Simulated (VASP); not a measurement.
# BN (P6_3/mmc) in VASP: G0W0 quasiparticle levels with r2SCAN

Aim: the G0W0 quasiparticle levels of BN with r2SCAN.

All numbers are computed with VASP 6.6.1; they aren't measurements. Logs are shortened: lines on timing, memory, paths and dates and some standing lists are left out, and cuts for length are marked.

## Step 1: The cell of the first run

It takes space group P6_3/mmc (No. 194, hexagonal). Conventional cell: a = 2.500 Å, b = 2.500 Å, c = 6.584 Å, α = 90.00°, β = 90.00°, γ = 120.00°. B (site symmetry -6m2) has 3 N at 1.44 Å within 1.9 Å. N (site symmetry -6m2) has 3 B at 1.44 Å within 1.9 Å.

## Step 2: G0W0 quasiparticle levels, r2SCAN

Input file POSCAR:

```
BN
1.0
    2.4995763990      0.0000000000      0.0000000000
   -1.2497881995      2.1646966602      0.0000000000
    0.0000000000      0.0000000000      6.5842429432
B N
2 2
Direct
    0.0000000000      0.0000000000      0.7500000000
    0.0000000000      0.0000000000      0.2500000000
    0.6666666667      0.3333333333      0.2500000000
    0.3333333333      0.6666666667      0.7500000000
```

Input file INCAR.step1:

```
SYSTEM = BN
PREC = Accurate
ENCUT = 500
EDIFF = 1E-8
ISMEAR = 0
SIGMA = 0.01
LREAL = .False.
LASPH = .True.
NELM = 80
ALGO = Normal
LWAVE = .True.
LCHARG = .False.
METAGGA = R2SCAN
LMIXTAU = .True.
```

Input file INCAR.step2:

```
SYSTEM = BN
PREC = Accurate
ENCUT = 500
EDIFF = 1E-8
ISMEAR = 0
SIGMA = 0.01
LREAL = .False.
LASPH = .True.
NELM = 1
ALGO = Exact
LWAVE = .True.
LCHARG = .False.
METAGGA = R2SCAN
LMIXTAU = .True.
NBANDS = 271
LOPTICS = .True.
ISTART = 1
```

Input file INCAR.step3:

```
SYSTEM = BN
PREC = Accurate
ENCUT = 500
EDIFF = 1E-8
ISMEAR = 0
SIGMA = 0.01
LREAL = .False.
LASPH = .True.
ALGO = EVGW0
LWAVE = .False.
LCHARG = .False.
METAGGA = R2SCAN
LMIXTAU = .True.
NELMGW = 1
NBANDS = 271
ENCUTGW = 200
NOMEGA = 48
PRECFOCK = Fast
ISTART = 1
NBANDSGW = 16
```

Input file KPOINTS:

```
regular mesh
0
Gamma
  9 9 4
  0 0 0
```

Potentials or basis: VASP PAW PBE potentials, release 64 (B_GW, N_GW).

Run with:

```console
$ cat potpaw_PBE.64/B_GW/POTCAR potpaw_PBE.64/N_GW/POTCAR > POTCAR
$ cp INCAR.step1 INCAR
$ mpirun -np 1 vasp_std > vasp.out
$ cp INCAR.step2 INCAR
$ mpirun -np 1 vasp_std > vasp.out
$ cp INCAR.step3 INCAR
$ mpirun -np 1 vasp_std > vasp.out
```

OUTCAR:

```text
SYSTEM = BN
   PREC = Accurate
   ENCUT = 500
   EDIFF = 1E-8
   ISMEAR = 0
   LREAL = .False.
   LASPH = .True.
   METAGGA = R2SCAN
   NELMGW = 1
   ENCUTGW = 200
   PRECFOCK = Fast
   ISTART = 1

 ion  position               nearest neighbor table
   1  0.000  0.000  0.750-   4 1.44   4 1.44   4 1.44
   2  0.000  0.000  0.250-   3 1.44   3 1.44   3 1.44
   3  0.667  0.333  0.250-   2 1.44   2 1.44   2 1.44
   4  0.333  0.667  0.750-   1 1.44   1 1.44   1 1.44

  LATTYP: Found a hexagonal cell.
 ALAT       =     2.4995763990
 C/A-ratio  =     2.6341435076

  Lattice vectors:

 A1 = (   2.4995763990,   0.0000000000,   0.0000000000)
 A2 = (  -1.2497881995,   2.1646966602,   0.0000000000)
 A3 = (   0.0000000000,   0.0000000000,   6.5842429432)

Analysis of symmetry for initial positions (statically):
=====================================================================
 Subroutine PRICEL returns:
 Original cell was already a primitive cell.

 Routine SETGRP: Setting up the symmetry group for a
 hexagonal supercell.

 Subroutine GETGRP returns: Found 24 space group operations
 (whereof 12 operations were pure point group operations)
 out of a pool of 24 trial point group operations.

The static configuration has the point symmetry D_3d.
 The point group associated with its full space group is D_6h.

Analysis of symmetry for dynamics (positions and initial velocities):
=====================================================================
 Subroutine PRICEL returns:
 Original cell was already a primitive cell.

 Routine SETGRP: Setting up the symmetry group for a
 hexagonal supercell.

 Subroutine GETGRP returns: Found 24 space group operations
 (whereof 12 operations were pure point group operations)
 out of a pool of 24 trial point group operations.

The dynamic configuration has the point symmetry D_3d.
 The point group associated with its full space group is D_6h.

 Subroutine INISYM returns: Found 24 space group operations
 (whereof 12 operations are pure point group operations),
 and found     1 'primitive' translations

----------------------------------------------------------------------------------------

                                     Primitive cell

  volume of cell :      35.6262

  direct lattice vectors                    reciprocal lattice vectors
     2.499576399  0.000000000  0.000000000     0.400067788  0.230979245  0.000000000
    -1.249788199  2.164696660  0.000000000     0.000000000  0.461958490  0.000000000
     0.000000000  0.000000000  6.584242943     0.000000000  0.000000000  0.151877749

  length of vectors
     2.499576399  2.499576399  6.584242943     0.461958490  0.461958490  0.151877749

  position of ions in fractional coordinates (direct lattice)
     0.000000000  0.000000000  0.750000000
     0.000000000  0.000000000  0.250000000
     0.666666667  0.333333333  0.250000000
     0.333333333  0.666666667  0.750000000

  ion indices of the primitive-cell ions
   primitive index   ion index
                 1           1
                 2           2
                 3           3
                 4           4

----------------------------------------------------------------------------------------

 KPOINTS: regular mesh

Automatic generation of k-mesh.
 Grid dimensions read from file:
 generate k-points for:    9    9    4

 Generating k-lattice:

  Cartesian coordinates                     Fractional coordinates (reciprocal lattice)
     0.044451976  0.025664361  0.000000000     0.111111111  0.000000000  0.000000000
     0.000000000  0.051328721  0.000000000     0.000000000  0.111111111  0.000000000
     0.000000000  0.000000000  0.037969437     0.000000000  0.000000000  0.250000000

  Length of vectors
     0.051328721  0.051328721  0.037969437

  Shift w.r.t. Gamma in fractional coordinates (k-lattice)
     0.000000000  0.000000000  0.000000000

 Subroutine IBZKPT returns following result:
 ===========================================

 Found     36 irreducible k-points:

 Following reciprocal coordinates:
            Coordinates               Weight
  0.000000  0.000000  0.000000      1.000000
  0.111111 -0.000000  0.000000      6.000000
  0.222222 -0.000000  0.000000      6.000000
  0.333333 -0.000000  0.000000      6.000000
  0.444444 -0.000000  0.000000      6.000000
  0.111111  0.111111  0.000000      6.000000
[... 16 lines left out ...]
  0.333333  0.222222  0.250000     24.000000
  0.333333  0.333333  0.250000      4.000000
 [... further k-points ...]
   k-points           NKPTS =     36   k-points in BZ     NKDIM =    324   number of bands    NBANDS=    271
   number of dos      NEDOS =    301   number of ions     NIONS =      4
   total plane-waves  NPLWV =  15552
   dimension x,y,z NGX =    18 NGY =   18 NGZ =   48
   dimension x,y,z NGXF=    36 NGYF=   36 NGZF=   96
   ions per type =               2   2
   NGX,Y,Z   is equivalent  to a cutoff of  11.97, 11.97, 12.12 a.u.
   NGXF,Y,Z  is equivalent  to a cutoff of  23.94, 23.94, 24.24 a.u.
 SYSTEM =  BN
   PREC   = accura    normal or accurate (medium, high low for compatibility)
   ISTART =      1    job   : 0-new  1-cont  2-samecut
   ICHARG =      0    charge: 1-file 2-atom 10-const
   ISPIN  =      1    spin polarized calculation?
   LNONCOLLINEAR =      F non collinear calculations
   LSORBIT =      F    spin-orbit coupling
   LASPH  =      T    aspherical Exc in radial PAW
   ENCUT  =  500.0 eV  36.75 Ry    6.06 a.u.   4.56  4.56 12.00*2*pi/ulx,y,z
   NELM   =     60;   NELMIN=  2; NELMDL=  0     # of ELM steps
   EDIFF  = 0.1E-07   stopping-criterion for ELM
   LREAL  =      F    real-space projection
   EDIFFG = 0.1E-06   stopping-criterion for IOM
   NSW    =      0    number of steps for IOM
   IBRION =     -1    ionic relax: 0-MD 1-quasi-New 2-CG
   NFREE  =      0    steps in history (QN), initial steepest desc. (CG)
   ISIF   =      0    stress and relaxation
   ISYM   =      3    0-nonsym 1-usesym 2-fastsym
   POTIM  = 0.5000    time-step for ionic-motion
   TEBEG  =    0.0;   TEEND  =   0.0 temperature during run
   PSTRESS=    0.0 pullay stress
   NELECT =      16.0000    total number of electrons
   NUPDOWN=      -1.0000    fix difference up-down
   EMIN   =  10.00;   EMAX   =-10.00  energy-range for DOS
   EFERMI =   0.00;   METHOD = LEGACY
   ISMEAR =     0;   SIGMA  =   0.01  broadening in eV -4-tet -1-fermi 0-gaus
   EFERMI_NEDOS =   21; number of points for ismear=-14 and -15
   IALGO  =     38    algorithm
   IMIX   =      4    mixing-type and parameters
     AMIX     =   0.40;   BMIX     =  1.00
     AMIX_MAG =   1.60;   BMIX_MAG =  1.00
  volume/ion in A,a.u.               =       8.91        60.10
  Fermi-wavevector in a.u.,A,eV,Ry     =   1.253695  2.369139 21.384956  1.571750
  Thomas-Fermi vector in A             =   2.387535
   LORBIT       =      0    0 simple, 1 ext, 2 COOP (PROOUT), +10 PAW based schemes
   METAGGA = R2SCAN    functional components
   LHFCALC =     T    Hartree Fock is set to
   PRECFOCK=fast      Normal, Fast or Accurate (Low or Medium for compatibility)
   ENCUT4O =  -1.0   cutoff for four orbital integrals eV
   NKREDX  =     1    reduce k-point grid by
   NKREDY  =     1    reduce k-point grid by
   NKREDZ  =     1    reduce k-point grid by
   AEXX    =    1.0000 exact exchange contribution
   HFSCREEN=    0.0000 screening length (either q_TF or 0.3 A-1)
   HFSCREENC=   0.0000 screening length for correlation (either q_TF or 0.3 A-1)
   ENCUTFOCK=  -1.0 apply spherical cutoff to Coloumb kernel
   IVDW    =     0    specifies the selected vdW correction
   LEPSILON=     F    determine dielectric tensor
   LRPA    =     F    only Hartree local field effects (RPA)
   LRPAFORCE           =     F    calculate RPA forces
   ENCUTGW             = 200.0    cutoff for response function in eV
   ENCUTGWSOFT         = 160.0    soft cutoff for Coulomb kernel in GW response function in eV
   ENCUTLF             =  -1.0    cutoff for local field effects
   NELMGW              =     1    number of iterations in solving QP/BSE equation
   NELMHF              =     1    number of iterations in the inner HF iteration
   NKREDLFX            =     1    NKREDLFY  =   1   NKREDLFZ  =   1
 non-spin polarized calculation
 Gauss-broadening in eV      SIGMA  =   0.01
  energy-cutoff  :      500.00
  volume of cell :       35.63
 maximum number of plane-waves:       924
 NGX is ok and might be reduce to    18
  NGX = 12; NGY = 12; NGZ = 32
   NGX =  9   NGY =  9   NGZ = 25
 maximum number of plane-waves:       237

 QP shifts <psi_nk| G(iteration)W_0 |psi_nk>: iteration 1
 for sc-GW calculations column KS-energies equals QP-energies in previous step
 and V_xc(KS)=  KS-energies - (<T + V_ion + V_H > + <T+V_H+V_ion>^1  + <V_x>^1)

 k-point   1 :       0.0000    0.0000    0.0000
  band No.  KS-energies  QP-energies   sigma(KS)   V_xc(KS)     V^pw_x(r,r')   Z            occupation Imag(sigma)

      1     -16.7237     -17.9354     -18.9754     -17.3218     -26.7551       0.7328       2.0000       1.3186
      2     -16.4190     -17.6067     -19.2781     -17.6551     -27.0056       0.7318       2.0000       1.2396
      3      -4.2995      -5.5230     -14.4902     -12.8310     -18.3054       0.7374       2.0000       0.3456
      4      -2.0534      -3.1526     -16.3067     -14.8521     -19.5636       0.7557       2.0000       0.1902
      5       0.7939      -0.3665     -19.9244     -18.4866     -22.6697       0.8071       2.0000       0.1061
      6       0.7939      -0.3665     -19.9244     -18.4866     -22.6697       0.8071       2.0000       0.1061
[... 8 lines left out ...]
     15      15.4806      16.2259     -12.8424     -13.7922      -7.0986       0.7848       0.0000      -0.2122
     16      16.8912      17.5460     -13.0911     -13.9429      -6.0569       0.7687       0.0000      -0.7020

 k-point   2 :       0.1111   -0.0000    0.0000
  band No.  KS-energies  QP-energies   sigma(KS)   V_xc(KS)     V^pw_x(r,r')   Z            occupation Imag(sigma)

      1     -16.4718     -17.6930     -19.0265     -17.3727     -26.7369       0.7384       2.0000       1.2977
      2     -16.1756     -17.3695     -19.3225     -17.6990     -26.9830       0.7354       2.0000       1.2228
      3      -3.9514      -5.1790     -14.5484     -12.8953     -18.2422       0.7426       2.0000       0.3157
      4      -1.7459      -2.8408     -16.3627     -14.9226     -19.5225       0.7603       2.0000       0.1798
      5      -0.2491      -1.4542     -19.5833     -18.0729     -22.5162       0.7979       2.0000       0.1144
      6      -0.1942      -1.3972     -19.6629     -18.1573     -22.5988       0.7990       2.0000       0.1143
[... 8 lines left out ...]
     15      16.0177      16.6743     -12.8184     -13.6746      -6.1056       0.7669       0.0000      -0.5780
     16      16.4033      17.2190     -13.0123     -14.0538      -7.1732       0.7832       0.0000      -0.2465
[... 421 lines left out ...]
 k-point  24 :       0.3333    0.3333    0.2500
  band No.  KS-energies  QP-energies   sigma(KS)   V_xc(KS)     V^pw_x(r,r')   Z            occupation Imag(sigma)

      1     -12.7776     -13.9675     -20.3930     -18.8982     -27.2995       0.7961       2.0000       1.0123
      2     -12.7776     -13.9675     -20.3930     -18.8982     -27.2995       0.7961       2.0000       1.0123
      3      -6.0668      -7.3333     -17.8590     -16.1712     -22.0678       0.7504       2.0000       0.2571
      4      -6.0668      -7.3333     -17.8590     -16.1712     -22.0678       0.7504       2.0000       0.2571
      5      -5.4842      -6.9283     -18.2865     -16.3713     -22.4598       0.7540       2.0000       0.2174
      6      -5.2751      -6.7139     -18.5140     -16.6132     -22.6520       0.7570       2.0000       0.2090
[... 8 lines left out ...]
     15      18.1485      18.4375      -9.2148      -9.5686      -4.2455       0.8170       0.0000      -0.2254
     16      18.9353      19.6777     -13.0735     -14.0400      -6.6673       0.7682       0.0000      -0.4386

 [... further k-points ...]
```

Run time: 54 min. Hardware: 1 thread of Intel Xeon 6975P-C (Granite Rapids), shared host; peak memory 2.3 GiB.

Results:

```
Quasiparticle gap                                   : 5.44 eV
Least direct quasiparticle gap                      : 5.47 eV
Band gap of the starting levels on the mesh         : 4.23 eV
Least direct gap of the starting levels on the mesh : 4.26 eV
```

Caveat: bands, screening cutoff and mesh are small and nothing is extrapolated, so the quasiparticle values aren't converged.
